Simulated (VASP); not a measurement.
# Cu (Pm-3m) in VASP: further runs, part 2 of 2

VASP 6.6.1.

### 4 Single point, PBEsol (volume scaled by 0.5)

The input, INCAR:

```
PREC = Accurate
ENCUT = 520
EDIFF = 1E-6
ISMEAR = -1
SIGMA = 0.08
LREAL = F
LASPH = T
NELM = 60
ALGO = Normal
ISIF = 2
LWAVE = F
LCHARG = T
GGA = PS
LELF = T
LVHAR = T
NBANDS = 12
```

The input, KPOINTS:

```
Automatic mesh
0
Gamma
  18 18 18
```

The input, POSCAR:

```
Cu
1.0
    1.8728313724      0.0000000000      0.0000000000
    0.0000000000      1.8728313724      0.0000000000
    0.0000000000      0.0000000000      1.8728313724
Cu
1
Direct
    0.0000000000      0.0000000000      0.0000000000
```

Potentials or basis: VASP PAW PBE potentials, release 64 (Cu).

Command:

```
$ cat potpaw_PBE.64/Cu/POTCAR > POTCAR
$ mpirun -np 1 vasp_std > vasp.out
```

OUTCAR:

```text
PREC = Accurate
   ENCUT = 520
   EDIFF = 1E-6
   ISMEAR = -1
   LREAL = F
   LASPH = T
   NELM = 60
   ISIF = 2
   GGA = PS

 ion  position               nearest neighbor table
   1  0.000  0.000  0.000-

  LATTYP: Found a simple cubic cell.
 ALAT       =     1.8728313724

  Lattice vectors:

 A1 = (   1.8728313724,   0.0000000000,   0.0000000000)
 A2 = (   0.0000000000,   1.8728313724,   0.0000000000)
 A3 = (   0.0000000000,   0.0000000000,   1.8728313724)

Analysis of symmetry for initial positions (statically):
=====================================================================
 Subroutine PRICEL returns:
 Original cell was already a primitive cell.

 Routine SETGRP: Setting up the symmetry group for a
 simple cubic supercell.

 Subroutine GETGRP returns: Found 48 space group operations
 (whereof 48 operations were pure point group operations)
 out of a pool of 48 trial point group operations.

The static configuration has the point symmetry O_h .

Analysis of symmetry for dynamics (positions and initial velocities):
=====================================================================
[... 167 lines left out ...]
      3       8.3190      2.00000
      4      15.7620      2.00000
      5      15.7620      2.00000
      6      15.7620      2.00000
      7      44.4331      0.00000
      8      44.4331      0.00000
      9      44.4331      0.00000
     10      50.2710      0.00000
     11      50.2710      0.00000
     12      58.3442      0.00000
[... 331 lines left out ...]
 k-point    24 :       0.3333    0.1111    0.0000
  band No.  band energies     occupation
      1       7.4871      2.00000
      2       9.3804      2.00000
      3      11.0553      2.00000
      4      13.8765      2.00000
      5      14.1023      2.00000
      6      15.6412      2.00000
      7      28.1193      0.00000
      8      43.8262      0.00000
      9      50.7190      0.00000
     10      51.6957      0.00000
     11      56.5358      0.00000
     12      62.3575      0.00000

 [... further k-points ...]

------------------------ aborting loop because EDIFF is reached ----------------------------------------

  FORCE on cell =-STRESS in cart. coord.  units (eV):
  Direction    XX          YY          ZZ          XY          YZ          ZX
  --------------------------------------------------------------------------------------
  -------------------------------------------------------------------------------------
  Total       19.1451974     19.1451974     19.1451974      0.0000000      0.0000000     -0.0000000
  in kB     4669.5432766   4669.5432766   4669.5432766      0.0000000      0.0000000     -0.0000000
  external PRESSURE =    4669.5432766 kB  Pullay stress =       0.0000000 kB

 VOLUME and BASIS-vectors are now :
 -----------------------------------------------------------------------------
  energy-cutoff  :      520.00
  volume of cell :        6.57
      direct lattice vectors                 reciprocal lattice vectors
     1.872831372  0.000000000  0.000000000     0.533950902  0.000000000  0.000000000
     0.000000000  1.872831372  0.000000000     0.000000000  0.533950902  0.000000000
     0.000000000  0.000000000  1.872831372     0.000000000  0.000000000  0.533950902

 POSITION                                       TOTAL-FORCE (eV/Angst)
 -----------------------------------------------------------------------------------
      0.00000      0.00000      0.00000         0.000000      0.000000      0.000000
 -----------------------------------------------------------------------------------
    total drift:                               -0.000000     -0.000000     -0.000000

  FREE ENERGIE OF THE ION-ELECTRON SYSTEM (eV)
  ---------------------------------------------------
  free  energy   TOTEN  =         1.1163773582 eV

  energy  without entropy=        1.1195729182  energy(sigma->0) =        1.11797514
```

stdout:

```text
POSCAR found type information on POSCAR Cu
 POSCAR found :  1 types and       1 ions
 scaLAPACK will be used
 -----------------------------------------------------------------------------
|                                                                             |
|                                                                             |
|     You enforced a specific xc type in the INCAR file but a different       |
|     I HOPE YOU KNOW WHAT YOU ARE DOING!                                     |
|                                                                             |
 -----------------------------------------------------------------------------

 LDA part: xc-table for (Slater+PW92), standard interpolation
 POSCAR, INCAR and KPOINTS ok, starting setup
 FFT: planning ... GRIDC
 FFT: planning ... GRID_SOFT
 FFT: planning ... GRID
 WAVECAR not read
 entering main loop
```

It took 10 s on 1 thread of Intel Xeon 8259CL, shared host; peak memory 0.13 GiB.

Results:

| Quantity | Value |
| --- | --- |
| Free energy | 1.1164 eV |
| Pressure | 467.0 GPa |

Levels at points of the mesh, in eV from the Fermi level:
| k point | band 3 | band 4 | band 5 | band 6 | band 7 | band 8 |
| --- | --- | --- | --- | --- | --- | --- |
| (0.00, 0.00, 0.00) | -9.30 | -1.85 | -1.85 | -1.85 | 26.82 | 26.82 |
| (0.50, 0.00, 0.00) | -4.84 | -4.36 | -4.36 | -1.63 | 6.08 | 29.57 |
| (0.50, 0.50, 0.00) | -3.83 | -3.83 | -0.23 | 5.87 | 5.87 | 14.36 |
| (0.50, 0.50, 0.50) | -8.88 | -0.09 | -0.09 | 13.89 | 17.96 | 17.96 |

Caveat: the PAW data sets were made with another functional, which shifts forces and pressure a little.

### 5 Single point, PBEsol (volume scaled by 0.5)

The input, INCAR:

```
SYSTEM = Cu
PREC = Accurate ; ENCUT = 520
EDIFF = 1E-6 ; ISMEAR = -1
SIGMA = 0.08 ; LREAL = .False.
LASPH = .True. ; NELM = 60
ALGO = Normal ; ISIF = 2
LWAVE = .False. ; LCHARG = .True.
GGA = PS ; LELF = .True.
LVHAR = .True. ; NBANDS = 12
```

The input, KPOINTS:

```
regular mesh
0
Gamma
  18 18 18
  0 0 0
```

POSCAR is that of step 4.

Potentials or basis: VASP PAW PBE potentials, release 64 (Cu).

Command:

```
$ cat potpaw_PBE.64/Cu/POTCAR > POTCAR
$ mpirun -np 1 vasp_std > vasp.out
```

OUTCAR:

```text
SYSTEM = Cu
   PREC = Accurate
   ENCUT = 520
   EDIFF = 1E-6
   ISMEAR = -1
   LREAL = .False.
   LASPH = .True.
   NELM = 60
   ISIF = 2
   GGA = PS

 ion  position               nearest neighbor table
   1  0.000  0.000  0.000-

  LATTYP: Found a simple cubic cell.
 ALAT       =     1.8728313724

  Lattice vectors:

 A1 = (   1.8728313724,   0.0000000000,   0.0000000000)
 A2 = (   0.0000000000,   1.8728313724,   0.0000000000)
 A3 = (   0.0000000000,   0.0000000000,   1.8728313724)

Analysis of symmetry for initial positions (statically):
=====================================================================
 Subroutine PRICEL returns:
 Original cell was already a primitive cell.

 Routine SETGRP: Setting up the symmetry group for a
 simple cubic supercell.

 Subroutine GETGRP returns: Found 48 space group operations
 (whereof 48 operations were pure point group operations)
 out of a pool of 48 trial point group operations.

The static configuration has the point symmetry O_h .

Analysis of symmetry for dynamics (positions and initial velocities):
=====================================================================
 Subroutine PRICEL returns:
 Original cell was already a primitive cell.

 Routine SETGRP: Setting up the symmetry group for a
 simple cubic supercell.

 Subroutine GETGRP returns: Found 48 space group operations
 (whereof 48 operations were pure point group operations)
 out of a pool of 48 trial point group operations.

The dynamic configuration has the point symmetry O_h .

 Subroutine INISYM returns: Found 48 space group operations
 (whereof 48 operations are pure point group operations),
 and found     1 'primitive' translations

----------------------------------------------------------------------------------------

                                     Primitive cell

  volume of cell :       6.5690

  direct lattice vectors                    reciprocal lattice vectors
     1.872831372  0.000000000  0.000000000     0.533950902  0.000000000  0.000000000
     0.000000000  1.872831372  0.000000000     0.000000000  0.533950902  0.000000000
     0.000000000  0.000000000  1.872831372     0.000000000  0.000000000  0.533950902

  length of vectors
     1.872831372  1.872831372  1.872831372     0.533950902  0.533950902  0.533950902

  position of ions in fractional coordinates (direct lattice)
     0.000000000  0.000000000  0.000000000

  ion indices of the primitive-cell ions
   primitive index   ion index
                 1           1

----------------------------------------------------------------------------------------

 KPOINTS: regular mesh

Automatic generation of k-mesh.
 Grid dimensions read from file:
 generate k-points for:   18   18   18

 Generating k-lattice:

  Cartesian coordinates                     Fractional coordinates (reciprocal lattice)
     0.029663939  0.000000000  0.000000000     0.055555556  0.000000000  0.000000000
     0.000000000  0.029663939  0.000000000     0.000000000  0.055555556  0.000000000
     0.000000000  0.000000000  0.029663939     0.000000000  0.000000000  0.055555556

  Length of vectors
     0.029663939  0.029663939  0.029663939

  Shift w.r.t. Gamma in fractional coordinates (k-lattice)
     0.000000000  0.000000000  0.000000000

 Subroutine IBZKPT returns following result:
 ===========================================

 Found    220 irreducible k-points:

 Following reciprocal coordinates:
            Coordinates               Weight
  0.000000  0.000000  0.000000      1.000000
  0.055556  0.000000  0.000000      6.000000
  0.111111  0.000000  0.000000      6.000000
  0.166667  0.000000  0.000000      6.000000
  0.222222  0.000000  0.000000      6.000000
  0.277778  0.000000  0.000000      6.000000
[... 16 lines left out ...]
  0.277778  0.111111  0.000000     24.000000
  0.333333  0.111111  0.000000     24.000000
 [... further k-points ...]
   k-points           NKPTS =    220   k-points in BZ     NKDIM =    220   number of bands    NBANDS=     12
   number of dos      NEDOS =    301   number of ions     NIONS =      1
   total plane-waves  NPLWV =   2744
   dimension x,y,z NGX =    14 NGY =   14 NGZ =   14
   dimension x,y,z NGXF=    28 NGYF=   28 NGZF=   28
   ions per type =               1
   NGX,Y,Z   is equivalent  to a cutoff of  12.43, 12.43, 12.43 a.u.
   NGXF,Y,Z  is equivalent  to a cutoff of  24.85, 24.85, 24.85 a.u.
 SYSTEM =  Cu
   PREC   = accura    normal or accurate (medium, high low for compatibility)
   ISTART =      0    job   : 0-new  1-cont  2-samecut
   ICHARG =      2    charge: 1-file 2-atom 10-const
   ISPIN  =      1    spin polarized calculation?
   LNONCOLLINEAR =      F non collinear calculations
   LSORBIT =      F    spin-orbit coupling
   LASPH  =      T    aspherical Exc in radial PAW
   ENCUT  =  520.0 eV  38.22 Ry    6.18 a.u.   3.48  3.48  3.48*2*pi/ulx,y,z
   NELM   =     60;   NELMIN=  2; NELMDL= -5     # of ELM steps
   EDIFF  = 0.1E-05   stopping-criterion for ELM
   LREAL  =      F    real-space projection
   EDIFFG = 0.1E-04   stopping-criterion for IOM
   NSW    =      0    number of steps for IOM
   IBRION =     -1    ionic relax: 0-MD 1-quasi-New 2-CG
   NFREE  =      0    steps in history (QN), initial steepest desc. (CG)
   ISIF   =      2    stress and relaxation
   ISYM   =      2    0-nonsym 1-usesym 2-fastsym
   POTIM  = 0.5000    time-step for ionic-motion
   TEBEG  =    0.0;   TEEND  =   0.0 temperature during run
   PSTRESS=    0.0 pullay stress
   NELECT =      11.0000    total number of electrons
   NUPDOWN=      -1.0000    fix difference up-down
   EMIN   =  10.00;   EMAX   =-10.00  energy-range for DOS
   EFERMI =   0.00;   METHOD = LEGACY
   ISMEAR =    -1;   SIGMA  =   0.08  broadening in eV -4-tet -1-fermi 0-gaus
   EFERMI_NEDOS =   21; number of points for ismear=-14 and -15
   IALGO  =     38    algorithm
   IMIX   =      4    mixing-type and parameters
     AMIX     =   0.40;   BMIX     =  1.00
     AMIX_MAG =   1.60;   BMIX_MAG =  1.00
  volume/ion in A,a.u.               =       6.57        44.33
  Fermi-wavevector in a.u.,A,eV,Ry     =   1.944048  3.673719 51.420822  3.779324
  Thomas-Fermi vector in A             =   2.973086
   LORBIT       =      0    0 simple, 1 ext, 2 COOP (PROOUT), +10 PAW based schemes
   GGA     = PS    functional components
   LHFCALC =     F    Hartree Fock is set to
   AEXX    =    0.0000 exact exchange contribution
   IVDW    =     0    specifies the selected vdW correction
   LEPSILON=     F    determine dielectric tensor
   LRPA    =     F    only Hartree local field effects (RPA)
 non-spin polarized calculation
  energy-cutoff  :      520.00
  volume of cell :        6.57
 maximum number of plane-waves:       187
 NGX is ok and might be reduce to    14
   NGX =  7   NGY =  7   NGZ =  7

 number of electron      11.0000014 magnetization

 Free energy of the ion-electron system (eV)
  ---------------------------------------------------
  ext. energy  EPLUGINS =         0.00000000
  ---------------------------------------------------
  free energy    TOTEN  =         1.11637736 eV

  energy without entropy =        1.11957292  energy(sigma->0) =        1.11797514

 E-fermi :  17.6143     XC(G=0): -16.6318

 val. band max:       17.5383557812   @ k =   0.3333   0.3333   0.1111
 cond. band min:      17.7193700002   @ k =   0.4444   0.2222   0.0556
 fundamental gap:      0.1810142190
 Fermi energy:        17.6143396793

 k-point     1 :       0.0000    0.0000    0.0000
  band No.  band energies     occupation
      1       2.9137      2.00000
      2       8.3190      2.00000
      3       8.3190      2.00000
      4      15.7620      2.00000
      5      15.7620      2.00000
      6      15.7620      2.00000
      7      44.4331      0.00000
      8      44.4331      0.00000
      9      44.4331      0.00000
     10      50.2710      0.00000
     11      50.2710      0.00000
     12      58.3442      0.00000

 k-point     2 :       0.0556    0.0000    0.0000
  band No.  band energies     occupation
      1       3.0615      2.00000
      2       8.3477      2.00000
      3       8.4174      2.00000
      4      15.6763      2.00000
      5      15.6763      2.00000
      6      15.7687      2.00000
      7      42.7270      0.00000
      8      44.6443      0.00000
      9      44.6443      0.00000
     10      50.1950      0.00000
     11      51.5247      0.00000
     12      59.0161      0.00000
[... 316 lines left out ...]
 k-point    24 :       0.3333    0.1111    0.0000
  band No.  band energies     occupation
      1       7.4871      2.00000
      2       9.3804      2.00000
      3      11.0553      2.00000
      4      13.8765      2.00000
      5      14.1023      2.00000
      6      15.6412      2.00000
      7      28.1193      0.00000
      8      43.8262      0.00000
      9      50.7190      0.00000
     10      51.6957      0.00000
     11      56.5358      0.00000
     12      62.3575      0.00000

 [... further k-points ...]
[... 5 lines left out ...]
  --------------------------------------------------------------------------------------
  -------------------------------------------------------------------------------------
  Total       19.1451974     19.1451974     19.1451974      0.0000000      0.0000000     -0.0000000
  in kB     4669.5432766   4669.5432766   4669.5432766      0.0000000      0.0000000     -0.0000000
  external PRESSURE =    4669.5432766 kB  Pullay stress =       0.0000000 kB

 VOLUME and BASIS-vectors are now :
 -----------------------------------------------------------------------------
  energy-cutoff  :      520.00
  volume of cell :        6.57
      direct lattice vectors                 reciprocal lattice vectors
     1.872831372  0.000000000  0.000000000     0.533950902  0.000000000  0.000000000
     0.000000000  1.872831372  0.000000000     0.000000000  0.533950902  0.000000000
     0.000000000  0.000000000  1.872831372     0.000000000  0.000000000  0.533950902

 POSITION                                       TOTAL-FORCE (eV/Angst)
 -----------------------------------------------------------------------------------
      0.00000      0.00000      0.00000         0.000000      0.000000      0.000000
 -----------------------------------------------------------------------------------
    total drift:                               -0.000000     -0.000000     -0.000000

  FREE ENERGIE OF THE ION-ELECTRON SYSTEM (eV)
  ---------------------------------------------------
  free  energy   TOTEN  =         1.1163773582 eV

  energy  without entropy=        1.1195729182  energy(sigma->0) =        1.11797514
```

OSZICAR:

```text
N       E                     dE             d eps       ncg     rms          rms(c)
DAV:   1     0.428404705691E+02    0.42840E+02   -0.51812E+03  6316   0.178E+03
DAV:   2     0.146527694966E+01   -0.41375E+02   -0.38138E+02  5456   0.225E+02
DAV:   3     0.414342255369E+00   -0.10509E+01   -0.10484E+01  5980   0.367E+01
DAV:   4     0.409911350426E+00   -0.44309E-02   -0.44304E-02  5704   0.218E+00
DAV:   5     0.409888558707E+00   -0.22792E-04   -0.22790E-04  6072   0.155E-01    0.650E+00
DAV:   6     0.952135559028E+00    0.54225E+00   -0.22898E+00  6116   0.353E+01    0.692E-01
DAV:   7     0.106692122442E+01    0.11479E+00   -0.13314E-01  6176   0.906E+00    0.107E+00
DAV:   8     0.111638287953E+01    0.49462E-01   -0.18473E-02  6812   0.177E+00    0.586E-02
DAV:   9     0.111635916726E+01   -0.23712E-04   -0.46856E-04  7812   0.455E-01    0.173E-02
DAV:  10     0.111636884293E+01    0.96757E-05   -0.29771E-05  6120   0.912E-02    0.130E-02
DAV:  11     0.111637707122E+01    0.82283E-05   -0.41526E-06  4192   0.325E-02    0.165E-03
DAV:  12     0.111637735823E+01    0.28701E-06   -0.10409E-07  3208   0.449E-03
   1 F= 0.11163774E+01 E0= 0.11179751E+01  d E =-.319556E-02
```

Run time: 11 s. Hardware: 1 thread of Intel Xeon 8259CL, shared host; peak memory 0.13 GiB.

Results:

```yaml
Free_energy: 1.1164 eV
Pressure: 467.0 GPa
```

Caveat: the PAW data sets were made with another functional, which shifts forces and pressure a little.
